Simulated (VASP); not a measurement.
## W: single point with PBE

W:

```
CELL_PARAMETERS angstrom
-1.42789 1.42789 1.42789
1.42789 -1.42789 1.42789
1.42789 1.42789 -1.42789
ATOMIC_POSITIONS crystal
W 0.00000 0.00000 0.00000
```

```
Program                : VASP 6.6.1
Task                   : single point
Functional             : PBE
Potentials or basis    : VASP PAW PBE potentials, release 64 (W_sv)
Cutoff                 : 520 eV
k mesh                 : 19 × 19 × 19
Occupations            : fermi-dirac, width 0.1 eV
Spin                   : no spin polarisation
Dipole correction      : no
Further INCAR settings : ALGO = Normal; EDIFF = 1e-07; NBANDS = 13
```

The pressure is 195.8 GPa. The band gap on the k mesh is zero (band 7 reaches 23.69 eV, above the bottom of band 8 at 14.55 eV).

Levels at points of the mesh, in eV from the Fermi level:
```
           k point  band 4  band 5  band 6  band 7  band 8  band 9  band 10  band 11
(0.00, 0.00, 0.00)  -36.97  -11.30   -2.11   -2.11   -2.11    2.77     2.77    14.90
```

Run time: 14 s on 1 thread of AMD EPYC 9R45 96-Core Processor (Zen 5), with other jobs on the host, peak memory 0.11 GiB.

Caveat: spin-orbit coupling is left out, which moves the levels of the heavy elements.
